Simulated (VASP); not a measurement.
**HfC: single point with PBE**

HfC:

```xyz
2
Lattice="0.0000 2.2553 2.3250 2.2553 0.0000 2.3250 2.2553 2.2553 0.0000" Properties=species:S:1:pos:R:3 pbc="T T T"
Hf    2.2553    2.2553    2.3250
C     0.0000    0.0000    0.0000
```

This cell differs from its parent crystal: equal xx and yy strain of -3 %.

* Program: VASP 6.6.1
* Task: single point
* Functional: PBE
* Potentials or basis: VASP PAW PBE potentials, release 64 (Hf_pv, C)
* Cutoff: 520 eV
* k mesh: 15 × 15 × 15
* Occupations: fermi-dirac, width 0.05 eV
* Spin: no spin polarisation

| Quantity | Value |
| --- | --- |
| Pressure | 16.4 GPa |
| Band gap on the k mesh | zero (band 7 reaches 7.53 eV, above the bottom of band 8 at 5.97 eV) |

Stress tensor (GPa, compression positive):
```
21.46  0.00  0.00
 0.00 21.46  0.00
 0.00  0.00  6.27
```

Levels at points of the mesh, in eV from the Fermi level:
| k point | band 3 | band 4 | band 5 | band 6 | band 7 | band 8 | band 9 | band 10 | band 11 | band 12 |
| --- | --- | --- | --- | --- | --- | --- | --- | --- | --- | --- |
| (0.00, 0.00, 0.00) | -29.23 | -12.59 | 0.94 | 1.12 | 1.12 | 1.20 | 1.56 | 1.56 | 3.31 | 3.82 |

Wall time 29 s on 1 thread of Intel(R) Xeon(R) 6975P-C (Granite Rapids) (shared host), peak memory 0.22 GiB.

Caveat: the cell differs from its parent crystal (equal xx and yy strain of -3 %); spin-orbit coupling is left out, which moves the levels of the heavy elements.
